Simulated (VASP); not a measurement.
A run of VASP 6.6.1 is set up as follows.

The input INCAR:

```
SYSTEM = Lu
PREC     = Accurate       ! precision mode
ENCUT    = 600            ! plane-wave cutoff, eV
EDIFF    = 1E-7           ! SCF threshold, eV
ISMEAR   = -1             ! smearing method
SIGMA    = 0.08           ! smearing width, eV
LREAL    = .FALSE.        ! projectors in reciprocal space
LASPH    = .TRUE.         ! aspherical terms in the spheres
NELM     = 60             ! most SCF steps
ALGO     = Normal         ! electronic algorithm
ISIF     = 3              ! what is computed and relaxed
LWAVE    = .FALSE.        ! write WAVECAR
LCHARG   = .FALSE.        ! write CHGCAR
GGA      = CA             ! functional
IBRION   = 2              ! ionic algorithm
NSW      = 60             ! ionic steps
EDIFFG   = -0.005         ! ionic threshold
PSTRESS  = 2500.0
```

File KPOINTS:

```
Automatic mesh
0
G
  19 19 19
  0 0 0
```

POSCAR

```
Lu
1.0
    0.0000000000      1.7397819490      1.7397819490
    1.7397819490      0.0000000000      1.7397819490
    1.7397819490      1.7397819490      0.0000000000
Lu
1
Direct
    0.0000000000      0.0000000000      0.0000000000
```

Potentials or basis: VASP PAW PBE potentials, release 64 (Lu).

Run with:

```console
$ cat potpaw_PBE.64/Lu/POTCAR > POTCAR
$ mpirun -np 1 vasp_std > vasp.out
```

(1) Predict the relaxed cell.

(2) Predict the relaxed volume.

(3) Predict the space group after relaxing (to 0.05 Å).

Answers

(1) a = 2.467 Å, b = 2.467 Å, c = 2.467 Å, α = 60.00°, β = 60.00°, γ = 60.00°.

(2) 10.62 Å³/atom.

(3) Fm-3m (No. 225).

Caveat: the cell is relaxed towards a set pressure, so the enthalpy falls and the energy may rise; the PAW data sets were made with another functional, which shifts forces and pressure a little.
